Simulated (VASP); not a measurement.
GaMo, 2 atoms in the cell. It takes space group P-6m2 (No. 187, hexagonal). The conventional cell has a = 2.868 Å, b = 2.868 Å, c = 4.390 Å, α = 90.00°, β = 90.00°, γ = 120.00°. Within 3.6 Å of Ga (site symmetry -6m2) lie 6 Mo at 2.75 Å and 6 Ga at 2.87 Å. Within 3.6 Å of Mo (site symmetry -6m2) lie 6 Ga at 2.75 Å and 6 Mo at 2.87 Å. 

```yaml
Program: VASP 6.6.1
Task: single point
Functional: PBE
Potentials_or_basis: VASP PAW PBE potentials, release 64 (Ga_d, Mo_sv)
Cutoff: 520 eV
k_mesh: 7 × 7 × 4
Occupations: gaussian, width 0.2 eV
Spin: no spin polarisation
Dipole_correction: no
Further_INCAR_settings: ALGO = Fast; EDIFF = 1e-07; NBANDS = 20
```

Potentials or basis: VASP PAW PBE potentials, release 64 (Ga_d, Mo_sv).

Run with:

```sh
$ cat potpaw_PBE.64/Ga_d/POTCAR potpaw_PBE.64/Mo_sv/POTCAR > POTCAR
$ mpirun -np 1 vasp_std > vasp.out
```

Hardware: 1 thread of AMD EPYC 7R13 (shared host).

**Question.** Estimate the wall time of this run.

**Answer.** Wall time 41 s on 1 thread of AMD EPYC 7R13 (shared host), peak memory 0.13 GiB. Counts: scf iterations 14, k points 24.
